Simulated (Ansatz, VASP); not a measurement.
**One calculation of Co, two programs**

The input INCAR:

```
SYSTEM = Co
ALGO     = Normal         ! electronic algorithm
EDIFF    = 1E-6           ! SCF threshold, eV
ENCUT    = 520            ! plane-wave cutoff, eV
GGA      = RP             ! functional
ISIF     = 2              ! what is computed and relaxed
ISMEAR   = -1             ! smearing method
ISPIN    = 2              ! spin polarisation
LASPH    = .TRUE.         ! aspherical terms in the spheres
LCHARG   = .TRUE.         ! write CHGCAR
LELF     = .TRUE.         ! ELF
LMAXMIX  = 4              ! l up to which the mixer works
LORBIT   = 11             ! projections on sites
LREAL    = .FALSE.        ! projectors in reciprocal space
LVHAR    = .TRUE.       
LWAVE    = .FALSE.        ! write WAVECAR
MAGMOM   = 1.79 1.79      ! initial moments
NBANDS   = 20             ! bands
NELM     = 150            ! most SCF steps
PREC     = Accurate       ! precision mode
SIGMA    = 0.05           ! smearing width, eV
```

KPOINTS

```
k-points
0
G
  12 12 12
  0 0 0
```

Contents of POSCAR:

```
Co
1.0
    0.0000000000      2.6033407382      2.6033407382
    2.6033407382      0.0000000000      2.6033407382
    2.6033407382      2.6033407382      0.0000000000
Co
2
Direct
    0.1250000000      0.1250000000      0.1250000000
    0.8750000000      0.8750000000      0.8750000000
```

Input for Ansatz:

```yaml
crystal:
  lattice:
    - [0.0, 2.6033407382, 2.6033407382]
    - [2.6033407382, 0.0, 2.6033407382]
    - [2.6033407382, 2.6033407382, 0.0]
  atoms:
    - { symbol: Co, position: [0.125, 0.125, 0.125], spin: 1.79 }
    - { symbol: Co, position: [0.875, 0.875, 0.875], spin: 1.79 }
hamiltonian:
  xc: rpbe
  pseudopotentials:
    kind: paw
    azcp:
      Co: "pseudopotentials/Co.paw.azcp"
basis:
  ecutwfc: 420
  fft_grid_basis: typed
kpoints:
  mp_grid: { grid: [12, 12, 12], shift: [0, 0, 0] }
magnetization:
  spin_polarized: true
scf:
  occupations: { method: fermi_dirac, width: 0.05 }
  lower_state_search: "off"
output:
  stress: true
```

Alike in both runs: task single point; functional RPBE; k mesh 12 × 12 × 12; occupations fermi-dirac, width 0.05 eV; collinear spin.

|  | VASP | Ansatz |
| --- | --- | --- |
| version | VASP 6.6.1 | Ansatz 0.2.0 |
| potentials or method | VASP PAW PBE potentials, release 64 (Co), cutoff 520 eV | plane waves (420 eV) with PAW, scalar-relativistic |
| valence electrons in the cell | 18 | 34 |

Ansatz gave:

- pressure (GPa): -3.3
- net moment per atom (μB): 1.76
- size of the moment on the site where the two differ most (μB): 1.81

Question: Estimate VASP's values.

Answer: Pressure (GPa): -3.6; net moment per atom (μB): 1.76; size of the moment on the site where the two differ most (μB): 1.77.

VASP's potentials were made for PBE, not for RPBE. Site moments also hang on the region over which each program counts them. The functional is the same, so the differences come from potentials, cutoffs and numerics. VASP's potentials hold 18 valence electrons a cell and Ansatz's 34, so a difference there can come from the potentials and not from the codes.
